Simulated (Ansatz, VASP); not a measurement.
# Two plane-wave programs on NaPbBr3

```
Na Pb Br
1.0
     5.90986    0.00000    0.00000
     0.00000    5.90986    0.00000
     0.00000    0.00000    5.90986
Na Pb Br
1 1 3
Direct
  0.00000 0.00000 0.00000
  0.50000 0.50000 0.50000
  0.50000 0.50000 0.00000
  0.50000 0.00000 0.50000
  0.00000 0.50000 0.50000
```

Alike in both runs: task single point; functional r2SCAN; k mesh 4 × 4 × 4; no spin polarisation.

```csv
,VASP,Ansatz
version,VASP 6.6.1,Ansatz 0.2.0
potentials or method,"VASP PAW PBE potentials, release 64 (Na_pv, Pb_d, Br)","plane waves, PAW"
plane-wave cutoff (eV),520,500
occupations,"gaussian, width 0.01 eV",fixed
valence electrons in the cell,42,44
```

```tsv
	VASP	Ansatz	Ansatz less VASP
gap on the k mesh at the Fermi level (eV)	2.03	2.02	-0.013
pressure (GPa)	0.0	0.0	-0.01
```

VASP's potentials were made for PBE, not for r2SCAN. VASP's potentials hold 42 valence electrons a cell and Ansatz's 44, so a difference there can come from the potentials and not from the codes.

Neither program's run includes spin-orbit coupling.
